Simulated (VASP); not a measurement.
Set up this calculation in VASP 6.6.1, as the native input.

* Task: single point
* Functional: PBE
* Potentials or basis: VASP PAW PBE potentials, release 64 (Te)
* Cutoff: 520 eV
* k mesh: 9 × 9 × 6
* Occupations: fermi-dirac, width 0.08 eV
* Spin: no spin polarisation
* Dipole correction: no
* Further INCAR settings: ALGO = Normal; EDIFF = 1e-06; NBANDS = 16

The structure of Te lies in POSCAR:

```
Te
1.0
    4.3688394695      0.0000000000      0.0000000000
   -2.1844197348      3.7835259657      0.0000000000
    0.0000000000      0.0000000000      5.9250000000
Te
3
Direct
    0.7450000000      0.0000000000      0.3333333333
    0.0000000000      0.7450000000      0.6666666667
    0.2550000000      0.2550000000      0.0000000000
```

This cell differs from its parent crystal: equal xx and yy strain of -2 %.

The input as run:

INCAR

```
ALGO = Normal ; EDIFF = 1E-6
ENCUT = 520 ; GGA = PE
ISIF = 2 ; ISMEAR = -1
LASPH = True ; LCHARG = False
LREAL = False ; LWAVE = False
NBANDS = 16 ; NELM = 100
PREC = Accurate ; SIGMA = 0.08
```

KPOINTS

```
k-points
0
Gamma
  9 9 6
```

Potentials or basis: VASP PAW PBE potentials, release 64 (Te).

Run with:

```console
$ cat potpaw_PBE.64/Te/POTCAR > POTCAR
$ mpirun -np 1 vasp_std > vasp.out
```

It gave:

- Pressure: 5.2 GPa
- Largest force: 0.888 eV/Å

Caveat: the cell differs from its parent crystal (equal xx and yy strain of -2 %).

Wall time 40 s on 1 thread of Intel(R) Xeon(R) 6975P-C (Granite Rapids), with other jobs on the host, peak memory 0.25 GiB.
